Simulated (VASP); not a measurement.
Input of a VASP 6.6.1 run:

File INCAR:

```
  PREC = Accurate
  ENCUT = 520
  EDIFF = 1E-7
  ISMEAR = 0
  SIGMA = 0.05
  LREAL = False
  LASPH = True
  NELM = 60
  ALGO = Normal
  ISIF = 2
  LWAVE = False
  LCHARG = False
  GGA = CA
  NBANDS = 16
```

KPOINTS

```
Automatic mesh
0
Gamma
  9 9 6
```

Contents of POSCAR:

```
Be3N2
1.0
    2.8177777140      0.0000000000      0.0000000000
   -1.4088888570      2.4402670826      0.0000000000
    0.0000000000      0.0000000000      4.6670220000
Be N
3 2
Direct
    0.0282793120      0.0207018932      0.0108244933
    0.6949459787      0.3540352265      0.6604574933
    0.3616126454      0.6873685599      0.3611914933
    0.3333333333      0.6666666667      0.7470580000
    0.6666666667      0.3333333333      0.2529420000
```

Potentials or basis: VASP PAW LDA potentials, release 64 (Be, N).

Command:

```sh
$ cat potpaw_LDA.64/Be/POTCAR potpaw_LDA.64/N/POTCAR > POTCAR
$ mpirun -np 1 vasp_std > vasp.out
```

**Question.** What does it give for the largest force?

**Answer.** 1.041 eV/Å.

**Question.** Estimate the pressure.

**Answer.** -8.3 GPa.

**Question.** Predict the band gap on the k mesh.

**Answer.** 4.22 eV (least direct gap 5.90 eV).

Stress tensor (GPa, compression positive):
```
-7.94  1.15  0.81
 1.15 -8.87  0.31
 0.81  0.31 -8.23
```

Caveat: the cell differs from its parent crystal (all Be atoms moved +0.087 Å, as atom 1 along Cartesian [1 1 1]); the cell stands under tension; forces of over 1 eV/Å act on the atoms, so gaps and moduli don't describe the material at rest. A k mesh can miss the band edges.
